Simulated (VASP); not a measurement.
Here is a VASP 6.6.1 calculation.

File INCAR:

```
PREC = Accurate
ENCUT = 520
EDIFF = 1E-6
ISMEAR = 0
SIGMA = 0.1
LREAL = False
LASPH = True
NELM = 100
ALGO = Normal
ISIF = 2
LWAVE = False
LCHARG = False
GGA = PE
NBANDS = 24
```

Contents of KPOINTS:

```
regular mesh
0
Gamma
  6 6 6
```

The input POSCAR:

```
TaWC2
1.0
    1.5718551700      0.9075110100      5.1016197200
   -1.5718551700      0.9075110100      5.1016197200
    0.0000000000     -1.8150220200      5.1016197200
Ta W C
1 1 2
Direct
    0.5000000000      0.5000000000      0.5000000000
    0.0000000000      0.0000000000      0.0000000000
    0.7490670100      0.7490670100      0.7490670100
    0.2509329900      0.2509329900      0.2509329900
```

Potentials or basis: VASP PAW PBE potentials, release 64 (Ta_pv, W_sv, C).

The run is started by

```console
$ cat potpaw_PBE.64/Ta_pv/POTCAR potpaw_PBE.64/W_sv/POTCAR potpaw_PBE.64/C/POTCAR > POTCAR
$ mpirun -np 1 vasp_std > vasp.out
```

(1) What does it give for the largest force?

(2) Estimate the band gap on the k mesh.

(3) Predict the pressure.

Answers

(1) 0.137 eV/Å.

(2) zero (an odd number of electrons rules out a gap without spin polarisation).

(3) -1.7 GPa.

Caveat: the k points lie up to 0.39 Å⁻¹ apart, too coarse for converged energies and pressures of a metal; spin-orbit coupling is left out, which moves the levels of the heavy elements.
